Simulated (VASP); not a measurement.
# TaAs (Cm) in VASP: single point with PBE

Aim: the single point of TaAs with PBE.

Program: VASP 6.6.1. These are calculated values, not measurements. Logs are shortened: lines on timing, memory, paths and dates and some standing lists are left out, and cuts for length are marked.

## (1) The cell of the first run

Symmetry: Cm, No. 8, monoclinic system. The conventional cell has a = 12.110 Å, b = 3.463 Å, c = 3.463 Å, α = 90.00°, β = 104.31°, γ = 90.00°. Within 3.6 Å of Ta (site symmetry m) lie 6 As at 2.60 to 2.65 Å and 8 Ta at 3.31 to 3.50 Å. Ta (site symmetry m) has 6 As at 2.62 to 2.64 Å and 8 Ta at 3.31 to 3.50 Å within 3.6 Å. As (site symmetry m) has 6 Ta at 2.62 to 2.64 Å and 8 As at 3.32 to 3.50 Å within 3.5 Å. As (site symmetry m) has 6 Ta at 2.60 to 2.65 Å and 8 As at 3.32 to 3.50 Å within 3.5 Å.

## (2) Single point, PBE (shear of c along a, cell held: +4.0 %, then relaxed in part)

INCAR

```
SYSTEM = TaAs
  ALGO = Normal
  EDIFF = 1E-6
  ENCUT = 520
  GGA = PE
  ISIF = 2
  ISMEAR = 0
  LASPH = .True.
  LCHARG = .False.
  LREAL = .False.
  LWAVE = .False.
  NBANDS = 42
  NELM = 80
  PREC = Accurate
  SIGMA = 0.1
```

KPOINTS

```
k-points
0
Gamma
  10 10 4
  0 0 0
```

POSCAR

```
TaAs
1.0
    3.4628971702      0.0000000000      0.0000000000
    0.0000000000      3.4628971702      0.0000000000
    0.4693835158      0.0000000000     11.7345878955
Ta As
4 4
Direct
   -0.0061470558      0.5000000000      0.7502402736
    0.5130575229      0.5000000000     -0.0000033940
    0.4938529442      0.0000000000      0.2502402736
    0.0130575229      0.0000000000      0.4999966060
    0.4882508650      0.0000000000      0.8325396156
    0.0048386679      0.0000000000      0.0824223448
   -0.0117491350      0.5000000000      0.3325396156
    0.5048386679      0.5000000000      0.5824223448
```

Potentials or basis: VASP PAW PBE potentials, release 64 (Ta_pv, As).

On the command line:

```bash
$ cat potpaw_PBE.64/Ta_pv/POTCAR potpaw_PBE.64/As/POTCAR > POTCAR
$ mpirun -np 1 vasp_std > vasp.out
```

OUTCAR:

```text
SYSTEM = TaAs
   EDIFF = 1E-6
   ENCUT = 520
   GGA = PE
   ISIF = 2
   ISMEAR = 0
   LASPH = .True.
   LREAL = .False.
   NELM = 80
   PREC = Accurate

 ion  position               nearest neighbor table
   1  0.994  0.500  0.750-   8 2.60   5 2.62   5 2.62   5 2.64   5 2.64   8 2.65   2 3.31   4 3.41
                             4 3.41   2 3.50
   2  0.513  0.500  1.000-   5 2.62   5 2.62   6 2.63   6 2.63   6 2.64   6 2.64   1 3.31   3 3.41
                             3 3.41   1 3.50
   3  0.494  0.000  0.250-   6 2.60   7 2.62   7 2.62   7 2.64   7 2.64   6 2.65   4 3.31   2 3.41
                             2 3.41   4 3.50
   4  0.013  0.000  0.500-   7 2.62   7 2.62   8 2.63   8 2.63   8 2.64   8 2.64   3 3.31   1 3.41
                             1 3.41   3 3.50
   5  0.488  0.000  0.833-   1 2.62   1 2.62   2 2.62   2 2.62   1 2.64   1 2.64
   6  0.005  0.000  0.082-   3 2.60   2 2.63   2 2.63   2 2.64   2 2.64   3 2.65
   7  0.988  0.500  0.333-   3 2.62   3 2.62   4 2.62   4 2.62   3 2.64   3 2.64
   8  0.505  0.500  0.582-   1 2.60   4 2.63   4 2.63   4 2.64   4 2.64   1 2.65

  LATTYP: Found a simple monoclinic cell.
 ALAT       =     3.4628971702
 B/A-ratio  =     1.0000000000
 C/A-ratio  =     3.3913718013
 COS(beta)  =    -0.0399680383

  Lattice vectors:

 A1 = (   3.4628971702,   0.0000000000,   0.0000000000)
 A2 = (   0.0000000000,  -3.4628971702,   0.0000000000)
 A3 = (  -0.4693835158,   0.0000000000, -11.7345878955)

Analysis of symmetry for initial positions (statically):
=====================================================================
 Subroutine PRICEL returns following result:

  LATTYP: Found a base centered monoclinic cell.
 ALAT       =    12.1103954137
 B/A-ratio  =     0.2859441869
 C/A-ratio  =     0.2859441869
 COS(beta)  =    -0.2471854594

  Lattice vectors:

 A1 = (  -1.4967568272,   1.7314485851,   5.8672939478)
 A2 = (  -1.4967568272,  -1.7314485851,   5.8672939478)
 A3 = (   3.4628971702,   0.0000000000,  -0.0000000000)

   2 primitive cells build up your supercell.

 Routine SETGRP: Setting up the symmetry group for a
 simple monoclinic supercell.

 Subroutine GETGRP returns: Found  2 space group operations
 (whereof  2 operations were pure point group operations)
 out of a pool of  4 trial point group operations.

The static configuration has the point symmetry C_1h.

Analysis of symmetry for dynamics (positions and initial velocities):
=====================================================================
 Subroutine PRICEL returns following result:
[... 132 lines left out ...]
   ISIF   =      2    stress and relaxation
   ISYM   =      2    0-nonsym 1-usesym 2-fastsym
   POTIM  = 0.5000    time-step for ionic-motion
   TEBEG  =    0.0;   TEEND  =   0.0 temperature during run
   PSTRESS=    0.0 pullay stress
   NELECT =      64.0000    total number of electrons
   NUPDOWN=      -1.0000    fix difference up-down
   EMIN   =  10.00;   EMAX   =-10.00  energy-range for DOS
   EFERMI =   0.00;   METHOD = LEGACY
   ISMEAR =     0;   SIGMA  =   0.10  broadening in eV -4-tet -1-fermi 0-gaus
   EFERMI_NEDOS =   21; number of points for ismear=-14 and -15
   IALGO  =     38    algorithm
   IMIX   =      4    mixing-type and parameters
     AMIX     =   0.40;   BMIX     =  1.00
     AMIX_MAG =   1.60;   BMIX_MAG =  1.00
  volume/ion in A,a.u.               =      17.59       118.70
  Fermi-wavevector in a.u.,A,eV,Ry     =   1.258981  2.379129 21.565682  1.585033
  Thomas-Fermi vector in A             =   2.392563
   LORBIT       =      0    0 simple, 1 ext, 2 COOP (PROOUT), +10 PAW based schemes
   GGA     = PE    functional components
   LHFCALC =     F    Hartree Fock is set to
   AEXX    =    0.0000 exact exchange contribution
   IVDW    =     0    specifies the selected vdW correction
   LEPSILON=     F    determine dielectric tensor
   LRPA    =     F    only Hartree local field effects (RPA)
 non-spin polarized calculation
 Gauss-broadening in eV      SIGMA  =   0.10
  energy-cutoff  :      520.00
  volume of cell :      140.72
 maximum number of plane-waves:      3816
 NGX is ok and might be reduce to    28
   NGX = 13   NGY = 13   NGZ = 43

 number of electron      64.0000003 magnetization

 Free energy of the ion-electron system (eV)
  ---------------------------------------------------
  ext. energy  EPLUGINS =         0.00000000
  ---------------------------------------------------
  free energy    TOTEN  =       -70.16447235 eV

  energy without entropy =      -70.16116832  energy(sigma->0) =      -70.16282033

 E-fermi :   6.8486     XC(G=0): -11.8560

 val. band max:        6.8367448741   @ k =   0.3000   0.0000   0.5000
 cond. band min:       6.8639812856   @ k =   0.5000   0.0000   0.2500
 fundamental gap:      0.0272364115
 Fermi energy:         6.8486188813

 k-point     1 :       0.0000    0.0000    0.0000
  band No.  band energies     occupation
      1     -28.1335      2.00000
      2     -28.1051      2.00000
      3     -28.1028      2.00000
      4     -28.0994      2.00000
      5     -28.0984      2.00000
      6     -28.0266      2.00000
[... 1069 lines left out ...]
     41      10.1626      0.00000
     42      10.1630      0.00000

 [... further k-points ...]

------------------------ aborting loop because EDIFF is reached ----------------------------------------

  FORCE on cell =-STRESS in cart. coord.  units (eV):
  Direction    XX          YY          ZZ          XY          YZ          ZX
  --------------------------------------------------------------------------------------
  -------------------------------------------------------------------------------------
  Total        0.4533466      0.3467907      0.6143278      0.0000000      0.0000000     -3.2229306
  in kB        5.1617134      3.9484898      6.9946133      0.0000000      0.0000000    -36.6956427
  external PRESSURE =       5.3682722 kB  Pullay stress =       0.0000000 kB

 VOLUME and BASIS-vectors are now :
 -----------------------------------------------------------------------------
  energy-cutoff  :      520.00
  volume of cell :      140.72
      direct lattice vectors                 reciprocal lattice vectors
     3.462897170  0.000000000  0.000000000     0.288775540  0.000000000 -0.011551022
     0.000000000  3.462897170  0.000000000     0.000000000  0.288775540  0.000000000
     0.469383516  0.000000000 11.734587896     0.000000000  0.000000000  0.085218161

 POSITION                                       TOTAL-FORCE (eV/Angst)
 -----------------------------------------------------------------------------------
      3.79376      1.73145      8.80376         0.000327     -0.000000     -0.000307
      2.24605      1.73145     11.73455         0.002830      0.000000      0.003140
      1.82762      0.00000      2.93647         0.000327     -0.000000     -0.000307
      0.27991      0.00000      5.86725         0.002830     -0.000000      0.003140
      2.08154      0.00000      9.76951        -0.004038     -0.000000     -0.002490
      0.05544      0.00000      0.96719         0.000881     -0.000000     -0.000343
      3.57830      1.73145      3.90222        -0.004038      0.000000     -0.002490
      2.02158      1.73145      6.83449         0.000881     -0.000000     -0.000343
 -----------------------------------------------------------------------------------
    total drift:                                0.000269     -0.000000      0.000109

  FREE ENERGIE OF THE ION-ELECTRON SYSTEM (eV)
  ---------------------------------------------------
  free  energy   TOTEN  =       -70.1644723474 eV

  energy  without entropy=      -70.1611683212  energy(sigma->0) =      -70.16282033
```

OSZICAR:

```text
N       E                     dE             d eps       ncg     rms          rms(c)
DAV:   1     0.539499165833E+03    0.53950E+03   -0.32710E+04 11088   0.147E+03
DAV:   2    -0.434769165682E+02   -0.58298E+03   -0.56161E+03 12528   0.401E+02
DAV:   3    -0.731700133423E+02   -0.29693E+02   -0.28878E+02 14194   0.787E+01
DAV:   4    -0.737989551684E+02   -0.62894E+00   -0.62293E+00 13744   0.107E+01
DAV:   5    -0.738155474403E+02   -0.16592E-01   -0.16563E-01 14446   0.143E+00    0.291E+01
DAV:   6    -0.703682299846E+02    0.34473E+01   -0.11761E+01 13930   0.147E+01    0.123E+01
DAV:   7    -0.701937132075E+02    0.17452E+00   -0.12080E+00 15320   0.497E+00    0.294E+00
DAV:   8    -0.701647854855E+02    0.28928E-01   -0.11739E-01 14002   0.129E+00    0.375E-01
DAV:   9    -0.701647144113E+02    0.71074E-04   -0.10249E-02 14352   0.616E-01    0.195E-01
DAV:  10    -0.701644984763E+02    0.21594E-03   -0.17029E-03 14416   0.324E-01    0.104E-01
DAV:  11    -0.701644880630E+02    0.10413E-04   -0.67301E-04 14146   0.143E-01    0.235E-02
DAV:  12    -0.701644780062E+02    0.10057E-04   -0.36921E-05 13968   0.316E-02    0.139E-02
DAV:  13    -0.701644723320E+02    0.56742E-05   -0.11599E-05 14078   0.184E-02    0.156E-03
DAV:  14    -0.701644723474E+02   -0.15429E-07   -0.50652E-07  8426   0.376E-03
   1 F= -.70164472E+02 E0= -.70162820E+02  d E =-.330403E-02
```

Wall time 19 min (1 thread of Oxide Virtual Turin-like, shared host); peak memory 0.65 GiB.

What came out:

- Free energy: -70.1645 eV
- Pressure: 0.5 GPa
- Largest force: 0.005 eV/Å
- Band gap on the k mesh: 0.03 eV

Forces in eV/Å, atoms in the order of the input:
```
Ta   0.000  0.000  0.000
Ta   0.003  0.000  0.003
Ta   0.000  0.000  0.000
Ta   0.003  0.000  0.003
As  -0.004  0.000 -0.002
As   0.001  0.000  0.000
As  -0.004  0.000 -0.002
As   0.001  0.000  0.000
```

Caveat: the cell differs from its parent crystal (shear of c along a, cell held: +4.0 %, then relaxed in part); spin-orbit coupling is left out, which moves the levels of the heavy elements. A k mesh can miss the band edges.
